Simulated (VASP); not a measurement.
Runs of VASP 6.6.1 on CrPtSe3. The structure is that of space group Pm-3m (No. 221), or close to it. The cells are those of the table. 

| task | spin | cell | k mesh | cutoff (eV) | gap on the mesh (eV) | pressure (GPa) | moment (μB) |
| --- | --- | --- | --- | --- | --- | --- | --- |
| single point | collinear, ferromagnetic start | a = 4.979 Å, 5 atoms | 4 × 4 × 4 | 520 | none | -0.1 | 2.91 |
| relaxation of cell and atoms | collinear, ferromagnetic start | relaxed from a = 4.771 Å, 5 atoms | 4 × 4 × 4 | 600 | - | 0.0 | 2.94 |
| single point | collinear, ferrimagnetic start | a = 4.981 Å, 5 atoms | 8 × 8 × 8 | 520 | none | 0.0 | 3.05 |
| single point | collinear, ferromagnetic start | a = 4.771 Å, 5 atoms | 4 × 4 × 4 | 520 | none | (a) | (b) |

Alike in all rows: level PBE; potentials or basis VASP PAW PBE potentials, release 64 (Cr_pv, Pt, Se); smearing gaussian 0.1 eV.

Task: Estimate the missing entries.

Result: (a) 11.6; (b) 2.92.

Caveats: spin-orbit coupling is left out, which moves the levels of the heavy elements; a cell with one magnetic atom can't hold antiferromagnetic order, which such compounds often take; the bands computed are all filled at some k points, so no gap is given (some runs).

A k mesh can miss the band edges, and the runs leave out spin-orbit coupling on Pt, Se.

A gap of «none» marks levels without a gap at the run's occupations.
